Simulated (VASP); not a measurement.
# V (P6/mmm) in VASP: notebook

V is run at these levels: BLYP; tasks: single point, relaxation of cell and atoms.

All numbers are computed with VASP 6.6.1; they aren't measurements. Logs are shortened: lines on timing, memory, paths and dates and some standing lists are left out, and cuts for length are marked.

## Step 1: The cell of the first run

It takes space group P6/mmm (No. 191, hexagonal). Conventional cell: a = 4.509 Å, b = 4.509 Å, c = 2.401 Å, α = 90.00°, β = 90.00°, γ = 120.00°. Within 3.2 Å of V (site symmetry 6/mmm) lie 14 V at 2.40 to 2.87 Å. Within 3.2 Å of V (site symmetry -6m2) lie 11 V at 2.40 to 2.87 Å.

This isn't the form of V at room conditions, which is bcc.

## Step 2: Single point, BLYP

Input file INCAR:

```
SYSTEM = V
AGGAC = 1.0
AGGAX = 1.0
ALDAC = 0.0
ALDAX = 1.0
ALGO = Normal
EDIFF = 1E-6
ENCUT = 520
GGA = B5
ISIF = 2
ISMEAR = -1
LASPH = .True.
LCHARG = .False.
LREAL = .False.
LWAVE = .False.
NBANDS = 26
NELM = 80
PREC = Accurate
SIGMA = 0.1
```

Input file KPOINTS:

```
k-points
0
Gamma
  11 11 17
  0 0 0
```

Input file POSCAR:

```
V
1.0
    4.5092890627      0.0000000000      0.0000000000
   -2.2546445314      3.9051588813      0.0000000000
    0.0000000000      0.0000000000      2.4009588991
V
3
Direct
    1.0000000000      1.0000000000      0.0000000000
    0.3333333333      0.6666666667      0.5000000000
    0.6666666667      0.3333333333      0.5000000000
```

Potentials or basis: VASP PAW PBE potentials, release 64 (V_sv).

Launch:

```console
cat potpaw_PBE.64/V_sv/POTCAR > POTCAR
mpirun -np 1 vasp_std > vasp.out
```

OUTCAR:

```text
SYSTEM = V
   EDIFF = 1E-6
   ENCUT = 520
   GGA = B5
   ISIF = 2
   ISMEAR = -1
   LASPH = .True.
   LREAL = .False.
   NELM = 80
   PREC = Accurate

 ion  position               nearest neighbor table
   1  0.000  0.000  0.000-   2 2.87   3 2.87   2 2.87   3 2.87   3 2.87   3 2.87   2 2.87   2 2.87
                             3 2.87   3 2.87   2 2.87   2 2.87
   2  0.333  0.667  0.500-   3 2.60   3 2.60   3 2.60   1 2.87   1 2.87   1 2.87   1 2.87   1 2.87
                             1 2.87
   3  0.667  0.333  0.500-   2 2.60   2 2.60   2 2.60   1 2.87   1 2.87   1 2.87   1 2.87   1 2.87
                             1 2.87

  LATTYP: Found a hexagonal cell.
 ALAT       =     4.5092890627
 C/A-ratio  =     0.5324473250

  Lattice vectors:

 A1 = (   4.5092890627,   0.0000000000,   0.0000000000)
 A2 = (  -2.2546445314,   3.9051588813,   0.0000000000)
 A3 = (   0.0000000000,   0.0000000000,   2.4009588991)

Analysis of symmetry for initial positions (statically):
=====================================================================
 Subroutine PRICEL returns:
 Original cell was already a primitive cell.

 Routine SETGRP: Setting up the symmetry group for a
 hexagonal supercell.

 Subroutine GETGRP returns: Found 24 space group operations
 (whereof 24 operations were pure point group operations)
 out of a pool of 24 trial point group operations.

The static configuration has the point symmetry D_6h.

Analysis of symmetry for dynamics (positions and initial velocities):
=====================================================================
 Subroutine PRICEL returns:
 Original cell was already a primitive cell.

 Routine SETGRP: Setting up the symmetry group for a
 hexagonal supercell.

 Subroutine GETGRP returns: Found 24 space group operations
 (whereof 24 operations were pure point group operations)
 out of a pool of 24 trial point group operations.

The dynamic configuration has the point symmetry D_6h.

 Subroutine INISYM returns: Found 24 space group operations
 (whereof 24 operations are pure point group operations),
 and found     1 'primitive' translations

----------------------------------------------------------------------------------------

                                     Primitive cell

  volume of cell :      42.2797

  direct lattice vectors                    reciprocal lattice vectors
     4.509289063  0.000000000  0.000000000     0.221764448  0.128035764  0.000000000
    -2.254644531  3.905158881  0.000000000     0.000000000  0.256071528  0.000000000
     0.000000000  0.000000000  2.400958899     0.000000000  0.000000000  0.416500258

  length of vectors
     4.509289063  4.509289063  2.400958899     0.256071528  0.256071528  0.416500258

  position of ions in fractional coordinates (direct lattice)
     0.000000000  0.000000000  0.000000000
     0.333333333  0.666666667  0.500000000
     0.666666667  0.333333333  0.500000000

  ion indices of the primitive-cell ions
   primitive index   ion index
                 1           1
                 2           2
                 3           3

----------------------------------------------------------------------------------------

 KPOINTS: k-points

Automatic generation of k-mesh.
 Grid dimensions read from file:
 generate k-points for:   11   11   17

 Generating k-lattice:

  Cartesian coordinates                     Fractional coordinates (reciprocal lattice)
     0.020160404  0.011639615  0.000000000     0.090909091  0.000000000  0.000000000
     0.000000000  0.023279230  0.000000000     0.000000000  0.090909091  0.000000000
     0.000000000  0.000000000  0.024500015     0.000000000  0.000000000  0.058823529

  Length of vectors
     0.023279230  0.023279230  0.024500015

  Shift w.r.t. Gamma in fractional coordinates (k-lattice)
     0.000000000  0.000000000  0.000000000

 Subroutine IBZKPT returns following result:
 ===========================================

 Found    144 irreducible k-points:

 Following reciprocal coordinates:
            Coordinates               Weight
  0.000000  0.000000  0.000000      1.000000
  0.090909  0.000000  0.000000      6.000000
  0.181818  0.000000  0.000000      6.000000
  0.272727  0.000000  0.000000      6.000000
  0.363636  0.000000  0.000000      6.000000
  0.454545  0.000000  0.000000      6.000000
[... 16 lines left out ...]
  0.090909  0.090909  0.058824     12.000000
  0.181818  0.090909  0.058824     24.000000
 [... further k-points ...]
   k-points           NKPTS =    144   k-points in BZ     NKDIM =    144   number of bands    NBANDS=     26
   number of dos      NEDOS =    301   number of ions     NIONS =      3
   total plane-waves  NPLWV =  23328
   dimension x,y,z NGX =    36 NGY =   36 NGZ =   18
   dimension x,y,z NGXF=    72 NGYF=   72 NGZF=   36
   ions per type =               3
   NGX,Y,Z   is equivalent  to a cutoff of  13.27, 13.27, 12.46 a.u.
   NGXF,Y,Z  is equivalent  to a cutoff of  26.54, 26.54, 24.93 a.u.
 SYSTEM =  V
   PREC   = accura    normal or accurate (medium, high low for compatibility)
   ISTART =      0    job   : 0-new  1-cont  2-samecut
   ICHARG =      2    charge: 1-file 2-atom 10-const
   ISPIN  =      1    spin polarized calculation?
   LNONCOLLINEAR =      F non collinear calculations
   LSORBIT =      F    spin-orbit coupling
   LASPH  =      T    aspherical Exc in radial PAW
   ENCUT  =  520.0 eV  38.22 Ry    6.18 a.u.   8.38  8.38  4.46*2*pi/ulx,y,z
   NELM   =     80;   NELMIN=  2; NELMDL= -5     # of ELM steps
   EDIFF  = 0.1E-05   stopping-criterion for ELM
   LREAL  =      F    real-space projection
   EDIFFG = 0.1E-04   stopping-criterion for IOM
   NSW    =      0    number of steps for IOM
   IBRION =     -1    ionic relax: 0-MD 1-quasi-New 2-CG
   NFREE  =      0    steps in history (QN), initial steepest desc. (CG)
   ISIF   =      2    stress and relaxation
   ISYM   =      2    0-nonsym 1-usesym 2-fastsym
   POTIM  = 0.5000    time-step for ionic-motion
   TEBEG  =    0.0;   TEEND  =   0.0 temperature during run
   PSTRESS=    0.0 pullay stress
   NELECT =      39.0000    total number of electrons
   NUPDOWN=      -1.0000    fix difference up-down
   EMIN   =  10.00;   EMAX   =-10.00  energy-range for DOS
   EFERMI =   0.00;   METHOD = LEGACY
   ISMEAR =    -1;   SIGMA  =   0.10  broadening in eV -4-tet -1-fermi 0-gaus
   EFERMI_NEDOS =   21; number of points for ismear=-14 and -15
   IALGO  =     38    algorithm
   IMIX   =      4    mixing-type and parameters
     AMIX     =   0.40;   BMIX     =  1.00
     AMIX_MAG =   1.60;   BMIX_MAG =  1.00
  volume/ion in A,a.u.               =      14.09        95.11
  Fermi-wavevector in a.u.,A,eV,Ry     =   1.593624  3.011513 34.553866  2.539637
  Thomas-Fermi vector in A             =   2.691825
   LORBIT       =      0    0 simple, 1 ext, 2 COOP (PROOUT), +10 PAW based schemes
   GGA     = B5    functional components
   LHFCALC =     F    Hartree Fock is set to
   AEXX    =    0.0000 exact exchange contribution
   IVDW    =     0    specifies the selected vdW correction
   LEPSILON=     F    determine dielectric tensor
   LRPA    =     F    only Hartree local field effects (RPA)
 non-spin polarized calculation
  energy-cutoff  :      520.00
  volume of cell :       42.28
 maximum number of plane-waves:      1173
 NGX is ok and might be reduce to    36
   NGX = 17   NGY = 17   NGZ =  9

 number of electron      38.9999998 magnetization

 Free energy of the ion-electron system (eV)
  ---------------------------------------------------
  ext. energy  EPLUGINS =         0.00000000
  ---------------------------------------------------
  free energy    TOTEN  =       -23.25121256 eV

  energy without entropy =      -23.11904112  energy(sigma->0) =      -23.18512684

 E-fermi :   9.8072     XC(G=0): -12.0896

 val. band max:        9.8065654229   @ k =   0.1818   0.0909   0.1765
 cond. band min:       9.8086532475   @ k =   0.2727   0.0000   0.1176
 fundamental gap:      0.0020878246
 Fermi energy:         9.8072271525

 k-point     1 :       0.0000    0.0000    0.0000
  band No.  band energies     occupation
      1     -53.9044      2.00000
      2     -53.7889      2.00000
      3     -53.7269      2.00000
      4     -28.0373      2.00000
      5     -28.0373      2.00000
      6     -27.9607      2.00000
[... 18 lines left out ...]
     25      12.0799      0.00000
     26      12.0799      0.00000

 k-point     2 :       0.0909    0.0000    0.0000
  band No.  band energies     occupation
      1     -53.9011      2.00000
      2     -53.7900      2.00000
      3     -53.7292      2.00000
      4     -28.0700      2.00000
      5     -28.0609      2.00000
      6     -27.9246      2.00000
[... 18 lines left out ...]
     25      12.2454      0.00000
     26      12.2603      0.00000

 k-point     3 :       0.1818    0.0000    0.0000
  band No.  band energies     occupation
      1     -53.8916      2.00000
      2     -53.7930      2.00000
      3     -53.7359      2.00000
      4     -28.1181      2.00000
      5     -28.0807      2.00000
      6     -27.8663      2.00000
[... 18 lines left out ...]
     25      12.4187      0.00000
     26      12.4656      0.00000

 k-point     4 :       0.2727    0.0000    0.0000
  band No.  band energies     occupation
      1     -53.8773      2.00000
      2     -53.7976      2.00000
      3     -53.7458      2.00000
      4     -28.1593      2.00000
      5     -28.0727      2.00000
      6     -27.8088      2.00000
[... 18 lines left out ...]
     25      12.5866      0.00000
     26      12.6598      0.00000
[... 496 lines left out ...]
      1     -53.8397      2.00000
      2     -53.8046      2.00000
      3     -53.7575      2.00000
      4     -28.1956      2.00000
      5     -27.9645      2.00000
      6     -27.8766      2.00000
[... 18 lines left out ...]
     25      12.0948      0.00000
     26      12.4350      0.00000

 k-point    23 :       0.0909    0.0909    0.0588
  band No.  band energies     occupation
      1     -53.8874      2.00000
      2     -53.7863      2.00000
      3     -53.7274      2.00000
      4     -28.0916      2.00000
      5     -28.0786      2.00000
      6     -27.8703      2.00000
[... 18 lines left out ...]
     25      12.3397      0.00000
     26      12.3436      0.00000

 k-point    24 :       0.1818    0.0909    0.0588
  band No.  band energies     occupation
      1     -53.8756      2.00000
      2     -53.7898      2.00000
      3     -53.7358      2.00000
      4     -28.1266      2.00000
      5     -28.0859      2.00000
      6     -27.8193      2.00000
[... 18 lines left out ...]
     25      12.5055      0.00000
     26      12.5217      0.00000

 [... further k-points ...]

------------------------ aborting loop because EDIFF is reached ----------------------------------------

  FORCE on cell =-STRESS in cart. coord.  units (eV):
  Direction    XX          YY          ZZ          XY          YZ          ZX
  --------------------------------------------------------------------------------------
  -------------------------------------------------------------------------------------
  Total        0.0318354      0.0318354      0.1715544     -0.0000000      0.0000000      0.0000000
  in kB        1.2063946      1.2063946      6.5010119     -0.0000000      0.0000000      0.0000000
  external PRESSURE =       2.9712671 kB  Pullay stress =       0.0000000 kB

 VOLUME and BASIS-vectors are now :
 -----------------------------------------------------------------------------
  energy-cutoff  :      520.00
  volume of cell :       42.28
      direct lattice vectors                 reciprocal lattice vectors
     4.509289063  0.000000000  0.000000000     0.221764448  0.128035764  0.000000000
    -2.254644531  3.905158881  0.000000000     0.000000000  0.256071528  0.000000000
     0.000000000  0.000000000  2.400958899     0.000000000  0.000000000  0.416500258

 POSITION                                       TOTAL-FORCE (eV/Angst)
 -----------------------------------------------------------------------------------
      0.00000      0.00000      0.00000        -0.000000      0.000000     -0.000000
     -0.00000      2.60344      1.20048         0.000000      0.000000      0.000000
      2.25464      1.30172      1.20048        -0.000000      0.000000     -0.000000
 -----------------------------------------------------------------------------------
    total drift:                                0.000000      0.000000     -0.000000

  FREE ENERGIE OF THE ION-ELECTRON SYSTEM (eV)
  ---------------------------------------------------
  free  energy   TOTEN  =       -23.2512125607 eV

  energy  without entropy=      -23.1190411240  energy(sigma->0) =      -23.18512684
```

It took 2.9 min on 1 thread of Intel Xeon 8259CL, shared host; peak memory 0.24 GiB.

What came out:

```
Free energy            : -23.2512 eV
Pressure               : 0.3 GPa
Band gap on the k mesh : zero (an odd number of electrons rules out a gap without spin polarisation)
```

Stress tensor (GPa, compression positive):
```
0.12 0.00 0.00
0.00 0.12 0.00
0.00 0.00 0.65
```

Caveat: the PAW data sets were made with another functional, which shifts forces and pressure a little.

## Step 3: Relaxation of cell and atoms, BLYP

This run uses another cell than the first one, of 13.83 Å³/atom.

Input file INCAR:

```
PREC     = Accurate       # precision mode
ENCUT    = 600            # plane-wave cutoff, eV
EDIFF    = 1E-6           # SCF threshold, eV
ISMEAR   = -1             # smearing method
SIGMA    = 0.1            # smearing width, eV
LREAL    = False          # projectors in reciprocal space
LASPH    = True           # aspherical terms in the spheres
NELM     = 60             # most SCF steps
ALGO     = Normal         # electronic algorithm
ISIF     = 3              # what is computed and relaxed
LWAVE    = False          # write WAVECAR
LCHARG   = False          # write CHGCAR
GGA      = B5             # functional
ALDAX    = 1.0          
AGGAX    = 1.0          
AGGAC    = 1.0          
ALDAC    = 0.0          
IBRION   = 2              # ionic algorithm
NSW      = 80             # ionic steps
EDIFFG   = -0.01          # ionic threshold
```

Input file KPOINTS:

```
regular mesh
0
Gamma
  9 9 12
```

Input file POSCAR:

```
V
1.0
    4.2751219178      0.0000000000      0.0000000000
   -2.1375609589      3.7023641851      0.0000000000
    0.0000000000      0.0000000000      2.6206497356
V
3
Direct
    0.0000000000      0.0000000000      0.0000000000
    0.3333333333      0.6666666667      0.5000000000
    0.6666666667      0.3333333333      0.5000000000
```

Potentials or basis: VASP PAW PBE potentials, release 64 (V_sv).

Launch:

```console
cat potpaw_PBE.64/V_sv/POTCAR > POTCAR
mpirun -np 1 vasp_std > vasp.out
```

It took 11 min on 1 thread of Intel Xeon 8259CL, shared host; peak memory 0.24 GiB.

It converged, with:

- Free energy: -23.2537 eV
- Relaxed volume: 14.11 Å³/atom
- Relaxed cell: a = 4.511 Å, b = 4.511 Å, c = 2.403 Å, α = 90.00°, β = 90.00°, γ = 120.00°
- Space group after relaxing (to 0.1 Å): P6/mmm (No. 191)
- Energy gained by relaxing: 114.9 meV/atom
- Ionic steps: 8
- Pressure after relaxing: 0.1 GPa
- Band gap on the k mesh: zero (an odd number of electrons rules out a gap without spin polarisation)

Step by step:
| step | energy change (eV) | largest force (eV/Å) | pressure (GPa) | volume (Å³) |
| --- | --- | --- | --- | --- |
| 1 | 0.0000 | 0.0000 | 4.64 | 41.48 |
| 2 | -0.3024 | 0.0000 | -5.09 | 43.77 |
| 3 | -0.3052 | 0.0000 | -5.60 | 43.93 |
| 4 | -0.3203 | 0.0000 | 4.72 | 41.26 |
| 5 | -0.3446 | 0.0000 | -0.21 | 42.41 |
| 6 | -0.3446 | 0.0000 | -0.08 | 42.38 |
| 7 | -0.3447 | 0.0000 | 0.06 | 42.35 |
| 8 | -0.3447 | 0.0000 | 0.05 | 42.34 |

Final structure:
```
V
1.0
     4.51056    0.00000    0.00000
    -2.25528    3.90626    0.00000
     0.00000    0.00000    2.40320
V
3
Cartesian
  0.0000 0.0000 0.0000
  0.0000 2.6042 1.2016
  2.2553 1.3021 1.2016
```

Levels at points of the mesh, in eV from the Fermi level:
| k point | band 18 | band 19 | band 20 | band 21 | band 22 | band 23 |
| --- | --- | --- | --- | --- | --- | --- |
| (0.00, 0.00, 0.00) | -1.26 | -1.26 | -0.90 | 0.44 | 0.44 | 2.26 |
| (0.00, 0.00, 0.50) | -0.78 | -0.05 | -0.05 | 0.83 | 0.83 | 2.27 |

Caveat: the PAW data sets were made with another functional, which shifts forces and pressure a little.
